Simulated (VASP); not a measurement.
CdTe: single point with r2SCAN

CdTe:

```
CELL_PARAMETERS angstrom
0.00000 3.25389 3.25389
3.25389 0.00000 3.25389
3.25389 3.25389 0.00000
ATOMIC_POSITIONS crystal
Cd 0.00000 0.00000 0.00000
Te 0.75000 0.75000 0.75000
```

```yaml
Program: VASP 6.6.1
Task: single point
Functional: r2SCAN
Potentials_or_basis: VASP PAW PBE potentials, release 64 (Cd, Te)
Cutoff: 520 eV
k_mesh: 8 × 8 × 8
Occupations: gaussian, width 0.01 eV
Spin: no spin polarisation
Dipole_correction: no
Further_INCAR_settings: ALGO = Normal; EDIFF = 1e-06; NBANDS = 16
```

The pressure is 1.1 GPa and the band gap on the k mesh is 1.23 eV.

Levels at points of the mesh, in eV from the valence-band top:
| k point | band 6 | band 7 | band 8 | band 9 | band 10 | band 11 | band 12 | band 13 |
| --- | --- | --- | --- | --- | --- | --- | --- | --- |
| (0.00, 0.00, 0.00) | -8.24 | 0.00 | 0.00 | 0.00 | 1.23 | 5.04 | 5.04 | 5.04 |
| (0.50, 0.00, 0.00) | -7.88 | -4.43 | -0.77 | -0.77 | 2.22 | 5.59 | 5.59 | 7.41 |
| (0.50, 0.50, 0.00) | -7.73 | -4.29 | -1.87 | -1.87 | 2.91 | 2.99 | 9.39 | 9.75 |

Wall time 82 s on 1 thread of AMD EPYC 9R45 (Zen 5), with other jobs on the host, peak memory 0.2 GiB.

Caveat: the PAW data sets were made with another functional, which shifts forces and pressure a little; spin-orbit coupling is left out, which moves the levels of the heavy elements.
